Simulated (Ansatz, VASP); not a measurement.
ZnGe2N3 in VASP and in Ansatz

```
Zn Ge N
1.0
     4.06594    0.00000    0.00000
     0.00000    4.06594    0.00000
     0.00000    0.00000    5.79020
Zn Ge N
1 2 3
Direct
  0.00000 0.00000 0.50000
  0.00000 0.50000 0.26791
  0.50000 0.00000 0.73209
  0.50000 0.50000 0.00000
  0.00000 0.00000 0.00000
  0.50000 0.50000 0.50000
```

Change from the starting cell: species swapped into the Li3MnAs2 type (P-4m2, No. 115).

Alike in both runs: task single point; functional PBE; k mesh 4 × 4 × 4; occupations gaussian, width 0.1 eV; no spin polarisation.

|  | VASP | Ansatz |
| --- | --- | --- |
| version | VASP 6.6.1 | Ansatz 0.2.0 |
| potentials or method | VASP PAW PBE potentials, release 64 (Zn, Ge_d, N), cutoff 520 eV | scalar-relativistic, plane waves, PAW |
| valence electrons in the cell | 55 | 55 |

VASP gave:

* gap on the k mesh at the Fermi level (eV): none
* pressure (GPa): -13.5
* traceless stress, the component that is largest in VASP (GPa): -0.76
* rms of the force components (eV/Å): 0.976

Task: Which values does Ansatz return?

Result: gap on the k mesh at the Fermi level (eV): none; pressure (GPa): -13.6; traceless stress, the component that is largest in VASP (GPa): -0.75; rms of the force components (eV/Å): 0.972.

Atom by atom the forces differ by 0.004 eV/Å (rms over components). A gap of «none» marks a metal or a gap that the smearing closes. With one functional, cell and mesh, what is left measures potentials, basis and numerics.

The k mesh is coarse, so the values compare programs but aren't converged.
